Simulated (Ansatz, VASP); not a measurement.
Two plane-wave programs on Sr3Bi

```
Sr Bi
1.0
     7.50295    0.00000    0.00000
    -3.75148    6.49775    0.00000
     0.00000    0.00000    4.62360
Sr Bi
3 1
Direct
  0.67521 0.00000 0.50000
  0.00000 0.67521 0.50000
  0.32479 0.32479 0.50000
  0.00000 0.00000 0.00000
```

Alike in both runs: functional PBE; k mesh 6 × 6 × 4; occupations gaussian, width 0.1 eV; no spin polarisation.

Ansatz relaxed the structure, and its values are those at the end. VASP's run is a single point on that final structure, the one shown.

```csv
,VASP,Ansatz
version,VASP 6.6.1,Ansatz 0.2.0
potentials or method,"VASP PAW PBE potentials, release 64 (Sr_sv, Bi_d), cutoff 520 eV","scalar-relativistic, plane waves, PAW"
valence electrons in the cell,45,45
```

VASP gave:

* gap on the k mesh at the Fermi level (eV): none
* pressure (GPa): 0.0
* rms of the force components (eV/Å): 0.023

Q: What did Ansatz give for the same quantities?

A: gap on the k mesh at the Fermi level (eV): none; pressure (GPa): 0.0; rms of the force components (eV/Å): 0.020.

A gap of «none» marks a metal or a gap that the smearing closes.

Neither program's run includes spin-orbit coupling.
